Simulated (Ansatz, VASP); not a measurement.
InAs in VASP and in Ansatz

```
In As
1.0
     0.00000    3.08076    3.08076
     3.08076    0.00000    3.08076
     3.08076    3.08076    0.00000
In As
1 1
Direct
  0.00000 0.00000 0.00000
  0.75000 0.75000 0.75000
```

Alike in both runs: task single point; functional r2SCAN; dispersion rVV10; k mesh 6 × 6 × 6; occupations gaussian, width 0.05 eV; no spin polarisation.

|  | VASP | Ansatz |
| --- | --- | --- |
| version | VASP 6.6.1 | Ansatz 0.2.0 |
| potentials or method | VASP PAW PBE potentials, release 64 (In_d, As), cutoff 520 eV | scalar-relativistic, plane waves, PAW |
| valence electrons in the cell | 18 | 28 |

```csv
,VASP,Ansatz,Ansatz less VASP
gap on the k mesh at the Fermi level (eV),none,none,-
pressure (GPa),-1.9,-2.0,-0.11
```

VASP's potentials were made for PBE, not for r2SCAN. A gap of «none» marks a metal or a gap that the smearing closes. VASP's potentials hold 18 valence electrons a cell and Ansatz's 28, so a difference there can come from the potentials and not from the codes.
